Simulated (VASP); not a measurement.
Here is a VASP 6.6.1 calculation.

Contents of INCAR:

```
PREC = Accurate
ENCUT = 520
EDIFF = 1E-7
ISMEAR = -1
SIGMA = 0.05
LREAL = Auto
LASPH = True
NELM = 100
ALGO = Normal
ISIF = 2
LWAVE = False
LCHARG = False
GGA = PS
NBANDS = 82
NELECT = 135.0
```

Contents of KPOINTS:

```
Automatic mesh
0
Gamma
  2 2 2
  0.5 0.5 0.5
```

POSCAR

```
SiAg7Cl8
1.0
    0.0000000000      5.4477500000      5.4477500000
    5.4477500000      0.0000000000      5.4477500000
    5.4477500000      5.4477500000      0.0000000000
Cl Ag Si
8 7 1
Direct
    0.7518240000      0.2454330000      0.2532540000
    0.2434030000      0.7517190000      0.7555880000
    0.2508050000      0.7446200000      0.2491020000
    0.7524560000      0.2443530000      0.7454260000
    0.2533390000      0.2500920000      0.7483370000
    0.7521080000      0.7534740000      0.2405980000
    0.2503420000      0.2454290000      0.2520740000
    0.7517960000      0.7527660000      0.7462480000
    0.0004090000      0.0014700000      0.0025550000
    0.9929560000      0.0031000000      0.5008560000
    0.4912310000      0.5055500000      0.0047230000
    0.9953010000      0.4965240000      0.0072360000
    0.5016890000      0.0024820000      0.4998270000
    0.5047240000      0.9999820000      0.9994930000
    0.0002060000      0.5006610000      0.4988040000
    0.4948500000      0.4960150000      0.5091860000
```

Potentials or basis: VASP PAW PBE potentials, release 64 (Cl, Ag, Si).

Command:

```bash
$ cat potpaw_PBE.64/Cl/POTCAR potpaw_PBE.64/Ag/POTCAR potpaw_PBE.64/Si/POTCAR > POTCAR
$ mpirun -np 1 vasp_std > vasp.out
```

(1) Estimate the largest force.

Results:

(1) 0.389 eV/Å.

Caveat: the k points lie up to 0.50 Å⁻¹ apart, too coarse for converged energies and pressures of a metal; the cell carries a net charge on a neutralising background, which shifts energy and pressure; the PAW data sets were made with another functional, which shifts forces and pressure a little; an odd number of electrons without spin polarisation forces a metal; a magnetic or distorted state may lie lower.
